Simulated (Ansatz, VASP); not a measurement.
Two plane-wave programs on LiH

```xyz
2
Lattice="0.0000 2.0030 2.0030 2.0030 0.0000 2.0030 2.0030 2.0030 0.0000" Properties=species:S:1:pos:R:3 pbc="T T T"
Li    0.0000    0.0000    0.0000
H     2.0030    2.0030    2.0030
```

Alike in both runs: task single point; functional r2SCAN; k mesh 4 × 4 × 4; no spin polarisation.

|  | VASP | Ansatz |
| --- | --- | --- |
| version | VASP 6.6.1 | Ansatz 0.2.0 |
| potentials or method | VASP PAW PBE potentials, release 64 (Li_sv, H) | plane waves |
| plane-wave cutoff (eV) | 520 | 500 |
| occupations | gaussian, width 0.01 eV | fixed |
| valence electrons in the cell | 4 | 4 |

VASP gave:

* gap on the k mesh at the Fermi level (eV): 3.57

Task: Estimate Ansatz's values.

Result: gap on the k mesh at the Fermi level (eV): 3.62.

VASP's potentials were made for PBE, not for r2SCAN.

The k mesh is coarse, so the values compare programs but aren't converged. Noted on VASP's run: the cutoff is under 1.25 times that of the potentials, so the pressure is a little rough.
